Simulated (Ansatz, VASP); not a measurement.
# Two plane-wave programs on AgCl

The input INCAR:

```
  PREC = Accurate
  ENCUT = 520
  EDIFF = 1E-6
  ISMEAR = 0
  SIGMA = 0.05
  LREAL = False
  LASPH = True
  NELM = 60
  ALGO = Normal
  ISIF = 2
  LWAVE = False
  LCHARG = False
  GGA = PE
  NBANDS = 16
```

The input KPOINTS:

```
regular mesh
0
Gamma
  8 8 8
```

POSCAR

```
AgCl
1.0
    0.0000000000      2.8563445000      2.7731500000
    2.7731500000      0.0000000000      2.7731500000
    2.7731500000      2.8563445000      0.0000000000
Ag Cl
1 1
Direct
    0.5000000000      0.5000000000      0.5000000000
    0.0000000000      0.0000000000      0.0000000000
```

Input for Ansatz:

```yaml
crystal:
  lattice:
    - [0.0, 2.8563445, 2.77315]
    - [2.77315, 0.0, 2.77315]
    - [2.77315, 2.8563445, 0.0]
  atoms:
    - { symbol: Ag, position: [0.5, 0.5, 0.5] }
    - { symbol: Cl, position: [0.0, 0.0, 0.0] }
basis:
  ecutwfc: 420
kpoints:
  mp_grid: { grid: [8, 8, 8] }
hamiltonian:
  xc: pbe
scf:
  occupations: { method: gaussian, width: 0.05 }
output:
  forces: true
  stress: true
  eigenvalues: true
```

Change from the starting cell: strain +0.0300 x Voigt [0, 1, 0, 0, 0, 0], atoms carried along.

Alike in both runs: task single point; functional PBE; k mesh 8 × 8 × 8; occupations gaussian, width 0.05 eV; no spin polarisation.

```csv
,VASP,Ansatz
version,VASP 6.6.1,Ansatz 0.2.0
potentials or method,"VASP PAW PBE potentials, release 64 (Ag, Cl), cutoff 520 eV","scalar-relativistic, plane waves, PAW"
valence electrons in the cell,18,26
```

VASP gave:

| Property | Result |
| --- | --- |
| gap on the k mesh at the Fermi level (eV) | 0.83 |
| least direct gap on the mesh (eV) | 3.07 |
| pressure (GPa) | 0.2 |
| traceless stress, the component that is largest in VASP (GPa) | -0.33 |

**Question.** Estimate Ansatz's values.

**Answer.** gap on the k mesh at the Fermi level (eV): 0.84; least direct gap on the mesh (eV): 3.07; pressure (GPa): 0.3; traceless stress, the component that is largest in VASP (GPa): -0.34.

VASP's potentials hold 18 valence electrons a cell and Ansatz's 26, so a difference there can come from the potentials and not from the codes.
